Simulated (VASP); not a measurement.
# BN (Cm) in VASP: a series of runs

BN is run at these levels: PBEsol; tasks: single point.

Program: VASP 6.6.1. These are calculated values, not measurements. Logs are shortened: lines on timing, memory, paths and dates and some standing lists are left out, and cuts for length are marked.

### Step 1. The cell of the first run

The typed cell holds 2 atoms: a = 2.504 Å, b = 2.504 Å, c = 3.721 Å, α = 90.04°, β = 109.62°, γ = 120.00°.

### Step 2. Single point, PBEsol (volume scaled by 0.98, then relaxed in part)

The input, INCAR:

```
PREC = Accurate
ENCUT = 520
EDIFF = 1E-7
ISMEAR = 0
SIGMA = 0.01
LREAL = F
LASPH = T
NELM = 60
ALGO = Normal
ISIF = 2
LWAVE = F
LCHARG = F
GGA = PS
NBANDS = 11
```

The input, KPOINTS:

```
regular mesh
0
Gamma
  12 12 12
```

The input, POSCAR:

```
BN
1.0
    2.4936396817      0.0015766914     -0.2236773633
   -1.2381508201      2.1645412184      0.2236442971
   -0.9412862488     -0.9012759137      3.4851804648
B N
1 1
Direct
    0.9909206270      0.9913647467     -0.0063286262
    0.6572283730      0.3245192533      0.9931336262
```

Potentials or basis: VASP PAW PBE potentials, release 64 (B, N).

The run is started by

```
$ cat potpaw_PBE.64/B/POTCAR potpaw_PBE.64/N/POTCAR > POTCAR
$ mpirun -np 1 vasp_std > vasp.out
```

OUTCAR:

```text
PREC = Accurate
   ENCUT = 520
   EDIFF = 1E-7
   ISMEAR = 0
   LREAL = F
   LASPH = T
   NELM = 60
   ISIF = 2
   GGA = PS

 ion  position               nearest neighbor table
   1  0.991  0.991  0.994-   2 1.45   2 1.45   2 1.45
   2  0.657  0.325  0.993-   1 1.45   1 1.45   1 1.45

  LATTYP: Found a base centered monoclinic cell.
 ALAT       =     4.3364469975
 B/A-ratio  =     0.5773531043
 C/A-ratio  =     0.8584110010
 COS(beta)  =    -0.3890501369

  Lattice vectors:

 A1 = (  -1.2381508201,   2.1645412184,   0.2236442971)
 A2 = (  -2.4936396817,  -0.0015766914,   0.2236773633)
 A3 = (   1.5523534329,  -0.8996992223,   3.2615031015)

Analysis of symmetry for initial positions (statically):
=====================================================================
 Subroutine PRICEL returns:
 Original cell was already a primitive cell.

 Routine SETGRP: Setting up the symmetry group for a
 base centered monoclinic supercell.

 Subroutine GETGRP returns: Found  2 space group operations
 (whereof  1 operations were pure point group operations)
 out of a pool of  4 trial point group operations.

The static configuration has the point symmetry C_1 .
 The point group associated with its full space group is C_1h.

Analysis of symmetry for dynamics (positions and initial velocities):
=====================================================================
 Subroutine PRICEL returns:
 Original cell was already a primitive cell.

 Routine SETGRP: Setting up the symmetry group for a
 base centered monoclinic supercell.

 Subroutine GETGRP returns: Found  2 space group operations
 (whereof  1 operations were pure point group operations)
 out of a pool of  4 trial point group operations.

The dynamic configuration has the point symmetry C_1 .
 The point group associated with its full space group is C_1h.

 Subroutine INISYM returns: Found  2 space group operations
 (whereof  1 operations are pure point group operations),
 and found     1 'primitive' translations

----------------------------------------------------------------------------------------

                                     Primitive cell

  volume of cell :      18.6153

  direct lattice vectors                    reciprocal lattice vectors
     2.493639682  0.001576691 -0.223677363     0.416075537  0.220499261  0.169396351
    -1.238150820  2.164541218  0.223644297     0.010534329  0.455551497  0.120651833
    -0.941286249 -0.901275914  3.485180465     0.026027558 -0.015081228  0.290058734

  length of vectors
     2.503651915  2.503651915  3.720860243     0.500433713  0.471375650  0.291614380

  position of ions in fractional coordinates (direct lattice)
     0.990920627  0.991364747  0.993671374
     0.657228373  0.324519253  0.993133626

  ion indices of the primitive-cell ions
   primitive index   ion index
                 1           1
                 2           2

----------------------------------------------------------------------------------------

 KPOINTS: regular mesh

Automatic generation of k-mesh.
 Grid dimensions read from file:
 generate k-points for:   12   12   12

 Generating k-lattice:

  Cartesian coordinates                     Fractional coordinates (reciprocal lattice)
     0.034672961  0.018374938  0.014116363     0.083333333  0.000000000  0.000000000
     0.000877861  0.037962625  0.010054319     0.000000000  0.083333333  0.000000000
     0.002168963 -0.001256769  0.024171561    -0.000000000  0.000000000  0.083333333

  Length of vectors
     0.041702809  0.039281304  0.024301198

  Shift w.r.t. Gamma in fractional coordinates (k-lattice)
     0.000000000  0.000000000  0.000000000

 Subroutine IBZKPT returns following result:
 ===========================================

 Found    476 irreducible k-points:

 Following reciprocal coordinates:
            Coordinates               Weight
  0.000000  0.000000  0.000000      1.000000
  0.083333  0.000000 -0.000000      4.000000
  0.166667 -0.000000  0.000000      4.000000
  0.250000 -0.000000  0.000000      4.000000
  0.333333 -0.000000 -0.000000      4.000000
  0.416667  0.000000  0.000000      4.000000
[... 16 lines left out ...]
  0.250000  0.166667  0.000000      4.000000
  0.333333  0.166667  0.000000      4.000000
 [... further k-points ...]
   k-points           NKPTS =    476   k-points in BZ     NKDIM =    476   number of bands    NBANDS=     11
   number of dos      NEDOS =    301   number of ions     NIONS =      2
   total plane-waves  NPLWV =  11200
   dimension x,y,z NGX =    20 NGY =   20 NGZ =   28
   dimension x,y,z NGXF=    40 NGYF=   40 NGZF=   56
   ions per type =               1   1
   NGX,Y,Z   is equivalent  to a cutoff of  13.28, 13.28, 12.51 a.u.
   NGXF,Y,Z  is equivalent  to a cutoff of  26.56, 26.56, 25.02 a.u.
 SYSTEM =  unknown system
   PREC   = accura    normal or accurate (medium, high low for compatibility)
   ISTART =      0    job   : 0-new  1-cont  2-samecut
   ICHARG =      2    charge: 1-file 2-atom 10-const
   ISPIN  =      1    spin polarized calculation?
   LNONCOLLINEAR =      F non collinear calculations
   LSORBIT =      F    spin-orbit coupling
   LASPH  =      T    aspherical Exc in radial PAW
   ENCUT  =  520.0 eV  38.22 Ry    6.18 a.u.   4.66  4.66  6.92*2*pi/ulx,y,z
   NELM   =     60;   NELMIN=  2; NELMDL= -5     # of ELM steps
   EDIFF  = 0.1E-06   stopping-criterion for ELM
   LREAL  =      F    real-space projection
   EDIFFG = 0.1E-05   stopping-criterion for IOM
   NSW    =      0    number of steps for IOM
   IBRION =     -1    ionic relax: 0-MD 1-quasi-New 2-CG
   NFREE  =      0    steps in history (QN), initial steepest desc. (CG)
   ISIF   =      2    stress and relaxation
   ISYM   =      2    0-nonsym 1-usesym 2-fastsym
   POTIM  = 0.5000    time-step for ionic-motion
   TEBEG  =    0.0;   TEEND  =   0.0 temperature during run
   PSTRESS=    0.0 pullay stress
   NELECT =       8.0000    total number of electrons
   NUPDOWN=      -1.0000    fix difference up-down
   EMIN   =  10.00;   EMAX   =-10.00  energy-range for DOS
   EFERMI =   0.00;   METHOD = LEGACY
   ISMEAR =     0;   SIGMA  =   0.01  broadening in eV -4-tet -1-fermi 0-gaus
   EFERMI_NEDOS =   21; number of points for ismear=-14 and -15
   IALGO  =     38    algorithm
   IMIX   =      4    mixing-type and parameters
     AMIX     =   0.40;   BMIX     =  1.00
     AMIX_MAG =   1.60;   BMIX_MAG =  1.00
  volume/ion in A,a.u.               =       9.31        62.81
  Fermi-wavevector in a.u.,A,eV,Ry     =   1.235420  2.334605 20.766061  1.526262
  Thomas-Fermi vector in A             =   2.370070
   LORBIT       =      0    0 simple, 1 ext, 2 COOP (PROOUT), +10 PAW based schemes
   GGA     = PS    functional components
   LHFCALC =     F    Hartree Fock is set to
   AEXX    =    0.0000 exact exchange contribution
   IVDW    =     0    specifies the selected vdW correction
   LEPSILON=     F    determine dielectric tensor
   LRPA    =     F    only Hartree local field effects (RPA)
 non-spin polarized calculation
 Gauss-broadening in eV      SIGMA  =   0.01
  energy-cutoff  :      520.00
  volume of cell :       18.62
 maximum number of plane-waves:       517
   NGX =  9   NGY =  9   NGZ = 13

 number of electron       8.0000001 magnetization

 Free energy of the ion-electron system (eV)
  ---------------------------------------------------
  ext. energy  EPLUGINS =         0.00000000
  ---------------------------------------------------
  free energy    TOTEN  =       -18.28540379 eV

  energy without entropy =      -18.28540379  energy(sigma->0) =      -18.28540379

 E-fermi :   1.9858     XC(G=0): -10.0924

 val. band max:        1.9180305257   @ k =   0.3333   0.3333  -0.0000
 cond. band min:       6.1206498108   @ k =   0.5000   0.5000   0.5000
 fundamental gap:      4.2026192851
 Fermi energy:         1.9857667111

 k-point     1 :       0.0000    0.0000    0.0000
  band No.  band energies     occupation
      1     -15.7990      2.00000
      2      -2.3706      2.00000
      3       0.6464      2.00000
      4       0.6464      2.00000
      5       6.7965      0.00000
      6      13.5339      0.00000
      7      13.5343      0.00000
      8      14.9766      0.00000
      9      16.5232      0.00000
     10      27.5328      0.00000
     11      29.1688      0.00000

 k-point     2 :       0.0833    0.0000   -0.0000
  band No.  band energies     occupation
      1     -15.6561      2.00000
      2      -2.2712      2.00000
      3       0.0825      2.00000
      4       0.3831      2.00000
      5       7.1736      0.00000
      6      13.4424      0.00000
      7      14.1268      0.00000
      8      14.5118      0.00000
      9      16.9697      0.00000
     10      27.3088      0.00000
     11      27.9211      0.00000

 k-point     3 :       0.1667   -0.0000    0.0000
  band No.  band energies     occupation
      1     -15.2367      2.00000
      2      -1.9671      2.00000
      3      -1.3154      2.00000
      4      -0.2576      2.00000
      5       8.1577      0.00000
      6      13.0005      0.00000
      7      13.4964      0.00000
      8      15.7328      0.00000
      9      18.0406      0.00000
     10      24.4095      0.00000
     11      28.7877      0.00000

 k-point     4 :       0.2500   -0.0000    0.0000
  band No.  band energies     occupation
      1     -14.5725      2.00000
      2      -3.1135      2.00000
      3      -1.3864      2.00000
      4      -0.9997      2.00000
      5       9.2961      0.00000
      6      11.5254      0.00000
      7      13.2234      0.00000
      8      17.9925      0.00000
      9      19.3192      0.00000
     10      22.2422      0.00000
     11      27.7887      0.00000

 k-point     5 :       0.3333   -0.0000   -0.0000
  band No.  band energies     occupation
      1     -13.7387      2.00000
      2      -4.8820      2.00000
      3      -1.6369      2.00000
      4      -0.5961      2.00000
      5       8.5851      0.00000
      6      11.4312      0.00000
      7      13.5789      0.00000
      8      20.0850      0.00000
      9      20.4989      0.00000
     10      21.2746      0.00000
     11      27.4649      0.00000
[... 211 lines left out ...]
 k-point    21 :       0.0833    0.1667    0.0000
  band No.  band energies     occupation
      1     -14.8484      2.00000
      2      -2.3623      2.00000
      3      -1.4503      2.00000
      4      -0.9189      2.00000
      5       8.7221      0.00000
      6      12.2756      0.00000
      7      13.6100      0.00000
      8      16.3840      0.00000
      9      19.1534      0.00000
     10      22.7610      0.00000
     11      26.6872      0.00000

 k-point    22 :       0.1667    0.1667    0.0000
  band No.  band energies     occupation
      1     -14.2078      2.00000
      2      -3.5636      2.00000
      3      -1.9566      2.00000
      4      -0.9074      2.00000
      5       9.5687      0.00000
      6      11.4410      0.00000
      7      14.3207      0.00000
      8      16.7689      0.00000
      9      20.0578      0.00000
     10      21.4406      0.00000
     11      25.9989      0.00000

 k-point    23 :       0.2500    0.1667    0.0000
  band No.  band energies     occupation
      1     -13.4118      2.00000
      2      -4.9002      2.00000
      3      -2.8481      2.00000
      4      -0.1389      2.00000
      5       8.5055      0.00000
      6      12.4590      0.00000
      7      14.6832      0.00000
      8      17.8079      0.00000
      9      19.0493      0.00000
     10      22.6839      0.00000
     11      25.3809      0.00000

 k-point    24 :       0.3333    0.1667    0.0000
  band No.  band energies     occupation
      1     -12.6455      2.00000
      2      -6.0853      2.00000
      3      -3.3861      2.00000
      4       0.7115      2.00000
      5       7.0153      0.00000
      6      13.4508      0.00000
      7      15.0560      0.00000
      8      18.1981      0.00000
      9      20.0262      0.00000
     10      22.8990      0.00000
     11      25.1586      0.00000

 [... further k-points ...]
[... 5 lines left out ...]
  --------------------------------------------------------------------------------------
  -------------------------------------------------------------------------------------
  Total        0.0848248      0.0852938      0.0096499      0.0004092      0.0040975     -0.0070690
  in kB        7.3006683      7.3410386      0.8305445      0.0352173      0.3526609     -0.6084130
  external PRESSURE =       5.1574171 kB  Pullay stress =       0.0000000 kB

 VOLUME and BASIS-vectors are now :
 -----------------------------------------------------------------------------
  energy-cutoff  :      520.00
  volume of cell :       18.62
      direct lattice vectors                 reciprocal lattice vectors
     2.493639682  0.001576691 -0.223677363     0.416075537  0.220499261  0.169396351
    -1.238150820  2.164541218  0.223644297     0.010534329  0.455551497  0.120651833
    -0.941286249 -0.901275914  3.485180465     0.026027558 -0.015081228  0.290058734

 POSITION                                       TOTAL-FORCE (eV/Angst)
 -----------------------------------------------------------------------------------
      0.30821      1.25184      3.46319         0.000065     -0.000038      0.000047
      0.30226     -0.19162      3.38682        -0.000065      0.000038     -0.000047
 -----------------------------------------------------------------------------------
    total drift:                               -0.000135      0.000083     -0.000074

  FREE ENERGIE OF THE ION-ELECTRON SYSTEM (eV)
  ---------------------------------------------------
  free  energy   TOTEN  =       -18.2854037876 eV

  energy  without entropy=      -18.2854037876  energy(sigma->0) =      -18.28540379
```

Run time: 49 s. Hardware: 1 thread of Intel Xeon Platinum 8375C at 2.90GHz (Ice Lake), shared host; peak memory 0.2 GiB.

Results:

| Property | Result |
| --- | --- |
| Free energy | -18.2854 eV |
| Pressure | 0.5 GPa |
| Band gap on the k mesh | 4.20 eV, indirect (least direct gap 4.63 eV) |

Caveat: the PAW data sets were made with another functional, which shifts forces and pressure a little; this functional lacks dispersion, which binds the layers, so the pressure and a relaxed spacing across them are unreliable. A k mesh can miss the band edges.

[end of part 1 of 2]
